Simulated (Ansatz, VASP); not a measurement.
## One calculation of Ba, two programs

```
Ba
1.0
     0.00000    3.89060    3.89060
     3.89060    0.00000    3.89060
     3.89060    3.89060    0.00000
Ba
2
Direct
  0.12500 0.12500 0.12500
  0.87500 0.87500 0.87500
```

Alike in both runs: task single point; functional r2SCAN; k mesh 8 × 8 × 8; occupations fermi-dirac, width 0.1 eV; no spin polarisation.

|  | VASP | Ansatz |
| --- | --- | --- |
| version | VASP 6.6.1 | Ansatz 0.2.0 |
| potentials or method | VASP PAW PBE potentials, release 64 (Ba_sv), cutoff 520 eV | plane waves (500 eV) with PAW, scalar-relativistic |
| valence electrons in the cell | 20 | 20 |

VASP gave:

| Item | Value |
| --- | --- |
| pressure (GPa) | -0.4 |

**Question.** Which values does Ansatz return?

**Answer.** Pressure (GPa): -0.8.

VASP's potentials were made for PBE, not for r2SCAN.

Spin-orbit coupling is off throughout.
